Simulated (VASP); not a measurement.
Here is a VASP 6.6.1 calculation.

POSCAR

```
Hf3SnSe8
1.0
    7.6201399382      0.0000000289      0.0000000000
   -3.8100699941      6.5992347525      0.0000000000
    0.0000000000      0.0000000000      7.1477939000
Hf Sn Se
3 1 8
Direct
    0.5000000000      0.0000000000      0.0000000000
    0.5000000000      0.5000000000      0.0000000000
    0.0000000000      0.5000000000      0.0000000000
    0.0000000000      0.0000000000      0.0000000000
    0.6666666667      0.3333333333      0.2192150000
    0.6590300000      0.8295150000      0.2221370000
    0.1704850000      0.3409700000      0.2221370000
    0.1704850000      0.8295150000      0.2221370000
    0.8295150000      0.1704850000      0.7778630000
    0.8295150000      0.6590300000      0.7778630000
    0.3409700000      0.1704850000      0.7778630000
    0.3333333333      0.6666666667      0.7807850000
```

Contents of INCAR.step1:

```
ALGO = Normal
EDIFF = 1E-4
ENCUT = 520
GGA = PE
ISMEAR = 0
KPAR = 4
LASPH = True
LCHARG = False
LREAL = False
LWAVE = True
NBANDS = 58
NELM = 60
PREC = Accurate
SIGMA = 0.1
```

The input INCAR.step2:

```
ALGO = Normal
EDIFF = 1E-7
ENCUT = 520
ISIF = 2
ISMEAR = 0
ISTART = 1
KPAR = 4
LASPH = True
LCHARG = False
LMIXTAU = True
LREAL = False
LWAVE = False
METAGGA = R2SCAN
NBANDS = 58
NELM = 60
PREC = Accurate
SIGMA = 0.1
```

KPOINTS

```
k-points
0
Gamma
  6 6 6
```

Potentials or basis: VASP PAW PBE potentials, release 64 (Hf_pv, Sn_d, Se).

Command:

```sh
$ cat potpaw_PBE.64/Hf_pv/POTCAR potpaw_PBE.64/Sn_d/POTCAR potpaw_PBE.64/Se/POTCAR > POTCAR
$ cp INCAR.step1 INCAR
$ mpirun -np 4 vasp_std > vasp.out
$ cp INCAR.step2 INCAR
$ mpirun -np 4 vasp_std > vasp.out
```

Problem. Predict the pressure.

Solution. -1.6 GPa.

Problem. What does it give for the largest force?

Solution. 0.293 eV/Å.

Problem. What does it give for the band gap on the k mesh?

Solution. Zero (bands 46 and 47 overlap by 0.02 eV).

Stress tensor (GPa, compression positive):
```
-1.39  0.00  0.00
 0.00 -1.39  0.00
 0.00  0.00 -2.05
```

Caveat: the PAW data sets were made with another functional, which shifts forces and pressure a little; spin-orbit coupling is left out, which moves the levels of the heavy elements.
